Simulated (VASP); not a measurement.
Here is a VASP 6.6.1 calculation.

POSCAR

```
SnO2
1.0
    4.7598181028      0.0000000000      0.0000000000
    0.0000000000      4.7600576175      0.0000000000
    0.0000000000      0.0000000000      3.2007107555
Sn O
2 4
Direct
    0.5556989388      0.4442836030      0.5000000000
    0.0556989388     -0.0557163970      0.0000000000
    0.3058623572      0.3059582262      0.0000000000
    0.8058623572      0.1940417738      0.5000000000
    0.1941376428      0.8059582262      0.5000000000
    0.6941376428      0.6940417738      0.0000000000
```

File INCAR.step1:

```
ALGO = Normal
EDIFF = 1E-4
ENCUT = 520
GGA = PE
ISMEAR = 0
LASPH = T
LCHARG = F
LREAL = F
LWAVE = T
NBANDS = 35
NELM = 100
PREC = Accurate
SIGMA = 0.05
```

INCAR.step2

```
ALGO = Normal
EDIFF = 1E-6
ENCUT = 520
ISIF = 2
ISMEAR = 0
ISTART = 1
LASPH = T
LCHARG = T
LELF = T
LMIXTAU = T
LREAL = F
LVHAR = T
LWAVE = F
METAGGA = R2SCAN
NBANDS = 35
NELM = 100
PREC = Accurate
SIGMA = 0.05
```

Contents of KPOINTS:

```
k-points
0
Gamma
  6 6 8
```

Potentials or basis: VASP PAW PBE potentials, release 64 (Sn_d, O).

Run with:

```bash
$ cat potpaw_PBE.64/Sn_d/POTCAR potpaw_PBE.64/O/POTCAR > POTCAR
$ cp INCAR.step1 INCAR
$ mpirun -np 1 vasp_std > vasp.out
$ cp INCAR.step2 INCAR
$ mpirun -np 1 vasp_std > vasp.out
```

Q: Predict the largest force.

A: 12.236 eV/Å.

Q: Estimate the band gap on the k mesh.

A: 1.95 eV, direct.

Q: Predict the pressure.

A: 18.5 GPa.

Stress tensor (GPa, compression positive):
```
 19.00 -23.59   0.00
-23.59  19.00   0.00
  0.00   0.00  17.39
```

Caveat: the cell differs from its parent crystal (all Sn atoms moved +0.375 Å, as atom 1 towards its neighbour atom 4 (O) at 2.059 Å); the PAW data sets were made with another functional, which shifts forces and pressure a little; spin-orbit coupling is left out, which moves the levels of the heavy elements.
